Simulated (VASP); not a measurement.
# SnSe2 in VASP: further runs

SnSe2 is run at these levels: PBE; tasks: single point.

Program: VASP 6.6.1. These are calculated values, not measurements. Logs are shortened: lines on timing, memory, paths and dates and some standing lists are left out, and cuts for length are marked.

### Step 1. The cell of the first run

The typed cell holds 3 atoms: a = 3.811 Å, b = 3.811 Å, c = 6.137 Å, α = 90.00°, β = 90.00°, γ = 120.00°.

### Step 2. Single point, PBE (atom 2 (Se) moved by (-0.450, -0.225) A along x and y)

INCAR reads:

```
  ALGO = Fast
  EDIFF = 1E-7
  ENCUT = 520
  GGA = PE
  ISIF = 2
  ISMEAR = 0
  LASPH = T
  LCHARG = T
  LELF = T
  LREAL = F
  LVHAR = T
  LWAVE = F
  NBANDS = 20
  NELM = 80
  PREC = Accurate
  SIGMA = 0.05
```

KPOINTS reads:

```
k-points
0
Gamma
  12 12 6
```

POSCAR reads:

```
SnSe2
1.0
    3.8109987816      0.0000000000      0.0000000000
   -1.9054993908      3.3004217586      0.0000000000
    0.0000000000      0.0000000000      6.1370000000
Sn Se
1 2
Direct
    0.0000000000      0.0000000000      0.0000000000
    0.1811674987      0.5984935614      0.2500000000
    0.6666666667      0.3333333333      0.7500000000
```

Potentials or basis: VASP PAW PBE potentials, release 64 (Sn_d, Se).

The run is started by

```
cat potpaw_PBE.64/Sn_d/POTCAR potpaw_PBE.64/Se/POTCAR > POTCAR
mpirun -np 1 vasp_std > vasp.out
```

OUTCAR:

```text
EDIFF = 1E-7
   ENCUT = 520
   GGA = PE
   ISIF = 2
   ISMEAR = 0
   LASPH = T
   LREAL = F
   NELM = 80
   PREC = Accurate

 ion  position               nearest neighbor table
   1  0.000  0.000  0.000-   2 2.50   2 2.54   3 2.68   3 2.68   3 2.68   2 3.11
   2  0.181  0.598  0.250-   1 2.50   1 2.54   1 3.11
   3  0.667  0.333  0.750-   1 2.68   1 2.68   1 2.68

  LATTYP: Found a hexagonal cell.
 ALAT       =     3.8109987816
 C/A-ratio  =     1.6103390087

  Lattice vectors:

 A1 = (   3.8109987816,   0.0000000000,   0.0000000000)
 A2 = (  -1.9054993908,   3.3004217586,   0.0000000000)
 A3 = (   0.0000000000,   0.0000000000,   6.1370000000)

Analysis of symmetry for initial positions (statically):
=====================================================================
 Subroutine PRICEL returns:
 Original cell was already a primitive cell.

 Routine SETGRP: Setting up the symmetry group for a
 hexagonal supercell.

 Subroutine GETGRP returns: Found  1 space group operations
 (whereof  1 operations were pure point group operations)
 out of a pool of 24 trial point group operations.

The static configuration has the point symmetry C_1 .

Analysis of symmetry for dynamics (positions and initial velocities):
=====================================================================
 Subroutine PRICEL returns:
 Original cell was already a primitive cell.

 Routine SETGRP: Setting up the symmetry group for a
 hexagonal supercell.

 Subroutine GETGRP returns: Found  1 space group operations
 (whereof  1 operations were pure point group operations)
 out of a pool of 24 trial point group operations.

The dynamic configuration has the point symmetry C_1 .

 Subroutine INISYM returns: Found  1 space group operations
 (whereof  1 operations are pure point group operations),
 and found     1 'primitive' translations

----------------------------------------------------------------------------------------

                                     Primitive cell

  volume of cell :      77.1906

  direct lattice vectors                    reciprocal lattice vectors
     3.810998782  0.000000000  0.000000000     0.262398405  0.151495789  0.000000000
    -1.905499391  3.300421759  0.000000000     0.000000000  0.302991579  0.000000000
     0.000000000  0.000000000  6.137000000     0.000000000  0.000000000  0.162946065

  length of vectors
     3.810998782  3.810998782  6.137000000     0.302991579  0.302991579  0.162946065

  position of ions in fractional coordinates (direct lattice)
     0.000000000  0.000000000  0.000000000
     0.181167499  0.598493561  0.250000000
     0.666666667  0.333333333  0.750000000

  ion indices of the primitive-cell ions
   primitive index   ion index
                 1           1
                 2           2
                 3           3

----------------------------------------------------------------------------------------

 KPOINTS: k-points

Automatic generation of k-mesh.
 Grid dimensions read from file:
 generate k-points for:   12   12    6

 Generating k-lattice:

  Cartesian coordinates                     Fractional coordinates (reciprocal lattice)
     0.021866534  0.012624649  0.000000000     0.083333333 -0.000000000  0.000000000
     0.000000000  0.025249298  0.000000000     0.000000000  0.083333333  0.000000000
     0.000000000  0.000000000  0.027157677     0.000000000  0.000000000  0.166666667

  Length of vectors
     0.025249298  0.025249298  0.027157677

  Shift w.r.t. Gamma in fractional coordinates (k-lattice)
     0.000000000  0.000000000  0.000000000

 Subroutine IBZKPT returns following result:
 ===========================================

 Found    436 irreducible k-points:

 Following reciprocal coordinates:
            Coordinates               Weight
  0.000000  0.000000  0.000000      1.000000
  0.083333  0.000000  0.000000      2.000000
  0.000000  0.083333  0.000000      2.000000
 -0.083333  0.083333  0.000000      2.000000
  0.166667  0.000000  0.000000      2.000000
  0.000000  0.166667  0.000000      2.000000
[... 16 lines left out ...]
  0.166667  0.083333  0.000000      2.000000
 -0.083333  0.250000  0.000000      2.000000
 [... further k-points ...]
   k-points           NKPTS =    436   k-points in BZ     NKDIM =    436   number of bands    NBANDS=     20
   number of dos      NEDOS =    301   number of ions     NIONS =      3
   total plane-waves  NPLWV =  37632
   dimension x,y,z NGX =    28 NGY =   28 NGZ =   48
   dimension x,y,z NGXF=    56 NGYF=   56 NGZF=   96
   ions per type =               1   2
   NGX,Y,Z   is equivalent  to a cutoff of  12.21, 12.21, 13.00 a.u.
   NGXF,Y,Z  is equivalent  to a cutoff of  24.43, 24.43, 26.01 a.u.
 SYSTEM =  unknown system
   PREC   = accura    normal or accurate (medium, high low for compatibility)
   ISTART =      0    job   : 0-new  1-cont  2-samecut
   ICHARG =      2    charge: 1-file 2-atom 10-const
   ISPIN  =      1    spin polarized calculation?
   LNONCOLLINEAR =      F non collinear calculations
   LSORBIT =      F    spin-orbit coupling
   LASPH  =      T    aspherical Exc in radial PAW
   ENCUT  =  520.0 eV  38.22 Ry    6.18 a.u.   7.09  7.09 11.41*2*pi/ulx,y,z
   NELM   =     80;   NELMIN=  2; NELMDL= -5     # of ELM steps
   EDIFF  = 0.1E-06   stopping-criterion for ELM
   LREAL  =      F    real-space projection
   EDIFFG = 0.1E-05   stopping-criterion for IOM
   NSW    =      0    number of steps for IOM
   IBRION =     -1    ionic relax: 0-MD 1-quasi-New 2-CG
   NFREE  =      0    steps in history (QN), initial steepest desc. (CG)
   ISIF   =      2    stress and relaxation
   ISYM   =      2    0-nonsym 1-usesym 2-fastsym
   POTIM  = 0.5000    time-step for ionic-motion
   TEBEG  =    0.0;   TEEND  =   0.0 temperature during run
   PSTRESS=    0.0 pullay stress
   NELECT =      26.0000    total number of electrons
   NUPDOWN=      -1.0000    fix difference up-down
   EMIN   =  10.00;   EMAX   =-10.00  energy-range for DOS
   EFERMI =   0.00;   METHOD = LEGACY
   ISMEAR =     0;   SIGMA  =   0.05  broadening in eV -4-tet -1-fermi 0-gaus
   EFERMI_NEDOS =   21; number of points for ismear=-14 and -15
   IALGO  =     68    algorithm
   IMIX   =      4    mixing-type and parameters
     AMIX     =   0.40;   BMIX     =  1.00
     AMIX_MAG =   1.60;   BMIX_MAG =  1.00
  volume/ion in A,a.u.               =      25.73       173.64
  Fermi-wavevector in a.u.,A,eV,Ry     =   1.139054  2.152501 17.652812  1.297445
  Thomas-Fermi vector in A             =   2.275758
   LORBIT       =      0    0 simple, 1 ext, 2 COOP (PROOUT), +10 PAW based schemes
   GGA     = PE    functional components
   LHFCALC =     F    Hartree Fock is set to
   AEXX    =    0.0000 exact exchange contribution
   IVDW    =     0    specifies the selected vdW correction
   LEPSILON=     F    determine dielectric tensor
   LRPA    =     F    only Hartree local field effects (RPA)
 non-spin polarized calculation
 RMM-DIIS sequential band-by-band and
 Gauss-broadening in eV      SIGMA  =   0.05
  energy-cutoff  :      520.00
  volume of cell :       77.19
 maximum number of plane-waves:      2109
   NGX = 15   NGY = 15   NGZ = 23

 number of electron      26.0000006 magnetization

 Free energy of the ion-electron system (eV)
  ---------------------------------------------------
  ext. energy  EPLUGINS =         0.00000000
  ---------------------------------------------------
  free energy    TOTEN  =       -11.39791107 eV

  energy without entropy =      -11.39783011  energy(sigma->0) =      -11.39787059

 E-fermi :   4.4628     XC(G=0):  -9.4468

 val. band max:        4.4194790128   @ k =   0.5000  -0.0000   0.5000
 cond. band min:       4.4841253415   @ k =   0.0000   0.0000   0.0000
 fundamental gap:      0.0646463287
 Fermi energy:         4.4627701688

 k-point     1 :       0.0000    0.0000    0.0000
  band No.  band energies     occupation
      1     -17.1980      2.00000
      2     -17.1753      2.00000
      3     -17.1356      2.00000
      4     -17.1177      2.00000
      5     -17.1129      2.00000
      6      -9.9007      2.00000
[... 12 lines left out ...]
     19      12.7037      0.00000
     20      13.4105      0.00000

 k-point     2 :       0.0833    0.0000    0.0000
  band No.  band energies     occupation
      1     -17.2000      2.00000
      2     -17.1736      2.00000
      3     -17.1358      2.00000
      4     -17.1166      2.00000
      5     -17.1133      2.00000
      6      -9.8330      2.00000
[... 12 lines left out ...]
     19      12.8420      0.00000
     20      13.0408      0.00000

 k-point     3 :       0.0000    0.0833    0.0000
  band No.  band energies     occupation
      1     -17.1968      2.00000
      2     -17.1781      2.00000
      3     -17.1352      2.00000
      4     -17.1189      2.00000
      5     -17.1104      2.00000
      6      -9.8314      2.00000
[... 12 lines left out ...]
     19      12.3228      0.00000
     20      13.1788      0.00000

 k-point     4 :      -0.0833    0.0833    0.0000
  band No.  band energies     occupation
      1     -17.1986      2.00000
      2     -17.1763      2.00000
      3     -17.1354      2.00000
      4     -17.1189      2.00000
      5     -17.1104      2.00000
      6      -9.8318      2.00000
[... 12 lines left out ...]
     19      12.3313      0.00000
     20      13.1883      0.00000

 k-point     5 :       0.1667    0.0000    0.0000
  band No.  band energies     occupation
      1     -17.2064      2.00000
      2     -17.1698      2.00000
      3     -17.1361      2.00000
      4     -17.1136      2.00000
      5     -17.1129      2.00000
      6      -9.6343      2.00000
[... 12 lines left out ...]
     19      12.6633      0.00000
     20      13.2444      0.00000
[... 353 lines left out ...]
      6      -9.6942      2.00000
[... 12 lines left out ...]
     19      12.1069      0.00000
     20      13.0992      0.00000

 k-point    22 :      -0.1667    0.0833    0.0000
  band No.  band energies     occupation
      1     -17.2040      2.00000
      2     -17.1721      2.00000
      3     -17.1362      2.00000
      4     -17.1161      2.00000
      5     -17.1108      2.00000
      6      -9.6988      2.00000
[... 12 lines left out ...]
     19      12.3440      0.00000
     20      13.2095      0.00000

 k-point    23 :       0.1667    0.0833    0.0000
  band No.  band energies     occupation
      1     -17.2086      2.00000
      2     -17.1723      2.00000
      3     -17.1368      2.00000
      4     -17.1118      2.00000
      5     -17.1091      2.00000
      6      -9.4405      2.00000
[... 12 lines left out ...]
     19      12.2553      0.00000
     20      13.2423      0.00000

 k-point    24 :      -0.0833    0.2500    0.0000
  band No.  band energies     occupation
      1     -17.2086      2.00000
      2     -17.1800      2.00000
      3     -17.1346      2.00000
      4     -17.1245      2.00000
      5     -17.0922      2.00000
      6      -9.4305      2.00000
[... 12 lines left out ...]
     19      11.8217      0.00000
     20      13.6078      0.00000

 [... further k-points ...]

------------------------ aborting loop because EDIFF is reached ----------------------------------------

  FORCE on cell =-STRESS in cart. coord.  units (eV):
  Direction    XX          YY          ZZ          XY          YZ          ZX
  --------------------------------------------------------------------------------------
  -------------------------------------------------------------------------------------
  Total        2.7580511      3.2883757      5.1721489     -0.5679273      0.6621844      1.8806859
  in kB       57.2464440     68.2539256    107.3537512    -11.7879672     13.7443796     39.0357453
  external PRESSURE =      77.6180403 kB  Pullay stress =       0.0000000 kB

 VOLUME and BASIS-vectors are now :
 -----------------------------------------------------------------------------
  energy-cutoff  :      520.00
  volume of cell :       77.19
      direct lattice vectors                 reciprocal lattice vectors
     3.810998782  0.000000000  0.000000000     0.262398405  0.151495789  0.000000000
    -1.905499391  3.300421759  0.000000000     0.000000000  0.302991579  0.000000000
     0.000000000  0.000000000  6.137000000     0.000000000  0.000000000  0.162946065

 POSITION                                       TOTAL-FORCE (eV/Angst)
 -----------------------------------------------------------------------------------
      0.00000      0.00000      0.00000        -0.613835     -0.054529     -0.980019
     -0.45000      1.97528      1.53425         1.093592      0.335945      1.782942
      1.90550      1.10014      4.60275        -0.479757     -0.281417     -0.802923
 -----------------------------------------------------------------------------------
    total drift:                               -0.000282     -0.000096     -0.000109

  FREE ENERGIE OF THE ION-ELECTRON SYSTEM (eV)
  ---------------------------------------------------
  free  energy   TOTEN  =       -11.3979110656 eV

  energy  without entropy=      -11.3978301141  energy(sigma->0) =      -11.39787059
```

Wall time 13 min (1 thread of Oxide Virtual Turin-like, shared host); peak memory 0.67 GiB.

Results:

- Free energy: -11.3979 eV
- Pressure: 7.8 GPa
- Largest force: 2.118 eV/Å
- Band gap on the k mesh: zero (bands 13 and 14 overlap by 0.06 eV)

Forces in eV/Å, atoms in the order of the input:
```
Sn  -0.614 -0.055 -0.980
Se   1.094  0.336  1.783
Se  -0.480 -0.281 -0.803
```

Stress tensor (GPa, compression positive):
```
 5.72 -1.18  3.90
-1.18  6.83  1.37
 3.90  1.37 10.74
```

Caveat: the cell differs from its parent crystal (atom 2 (Se) moved by (-0.450, -0.225) A along x and y); the stress differs along the axes, from 6 to 11 GPa; semilocal functionals underestimate gaps, and a narrow one can read as zero; spin-orbit coupling is left out, which moves the levels of the heavy elements; forces of over 1 eV/Å act on the atoms, so gaps and moduli don't describe the material at rest.

### Step 3. Single point, PBE (atom 2 (Se) moved by (+0.000, +0.225) A along x and y)

INCAR reads:

```
SYSTEM = SnSe2
PREC = Accurate
ENCUT = 520
EDIFF = 1E-6
ISMEAR = 0
SIGMA = 0.05
LREAL = .False.
LASPH = .True.
NELM = 80
ALGO = Normal
ISIF = 2
LWAVE = .False.
LCHARG = .True.
GGA = PE
LELF = .True.
LVHAR = .True.
NBANDS = 20
```

KPOINTS reads:

```
regular mesh
0
Gamma
  12 12 6
  0 0 0
```

POSCAR: that of step 2 with these lines changed.

```diff
@@ -9,3 +9,3 @@
     0.0000000000      0.0000000000      0.0000000000
-    0.1811674987      0.5984935614      0.2500000000
+    0.3674198860      0.7348397719      0.2500000000
     0.6666666667      0.3333333333      0.7500000000
```

Potentials or basis: VASP PAW PBE potentials, release 64 (Sn_d, Se).

The run is started by

```
cat potpaw_PBE.64/Sn_d/POTCAR potpaw_PBE.64/Se/POTCAR > POTCAR
mpirun -np 1 vasp_std > vasp.out
```

Wall time 5.9 min (1 thread of Oxide Virtual Turin-like, shared host); peak memory 0.43 GiB.

Results (log left out):

| Item | Value |
| --- | --- |
| Free energy | -11.6685 eV |
| Pressure | 6.0 GPa |
| Largest force | 1.231 eV/Å |
| Band gap on the k mesh | 0.45 eV (least direct gap 1.01 eV) |

Forces in eV/Å, atoms in the order of the input:
```
Sn   0.000  0.503 -0.250
Se   0.000 -0.727  0.994
Se   0.000  0.224 -0.744
```

Stress tensor (GPa, compression positive):
```
 5.90  0.00  0.00
 0.00  4.62 -2.41
 0.00 -2.41  7.32
```

Levels at points of the mesh, in eV from the valence-band top:
| k point | band 9 | band 10 | band 11 | band 12 | band 13 | band 14 | band 15 | band 16 | band 17 | band 18 |
| --- | --- | --- | --- | --- | --- | --- | --- | --- | --- | --- |
| (0.00, 0.00, 0.00) | -1.16 | -0.64 | -0.40 | -0.31 | -0.02 | 0.99 | 2.86 | 4.27 | 4.97 | 7.97 |
| (0.50, 0.00, 0.00) | -4.54 | -3.19 | -2.61 | -1.07 | -0.41 | 1.12 | 3.60 | 5.10 | 5.66 | 7.41 |
| (0.00, 0.50, 0.00) | -4.57 | -2.86 | -2.72 | -1.69 | -0.45 | 1.06 | 3.68 | 5.41 | 5.76 | 6.66 |
| (0.00, 0.00, 0.50) | -2.16 | -1.19 | -0.64 | -0.31 | -0.20 | 2.34 | 2.85 | 4.06 | 4.66 | 8.05 |
| (0.50, 0.00, 0.50) | -4.97 | -2.59 | -2.09 | -1.12 | -0.64 | 0.97 | 4.17 | 4.84 | 5.55 | 6.64 |
| (0.00, 0.50, 0.50) | -5.04 | -2.69 | -1.85 | -0.83 | -0.75 | 0.45 | 3.76 | 4.56 | 5.89 | 6.27 |

Caveat: the cell differs from its parent crystal (atom 2 (Se) moved by (+0.000, +0.225) A along x and y); the cell stands under pressure; semilocal functionals underestimate gaps, and a narrow one can read as zero; spin-orbit coupling is left out, which moves the levels of the heavy elements; this functional lacks dispersion, which binds layers or chains, so the pressure and a relaxed spacing across them are unreliable; forces of over 1 eV/Å act on the atoms, so gaps and moduli don't describe the material at rest. A k mesh can miss the band edges.

The gap in the log of VASP goes by the Fermi energy; the results here count the filled bands.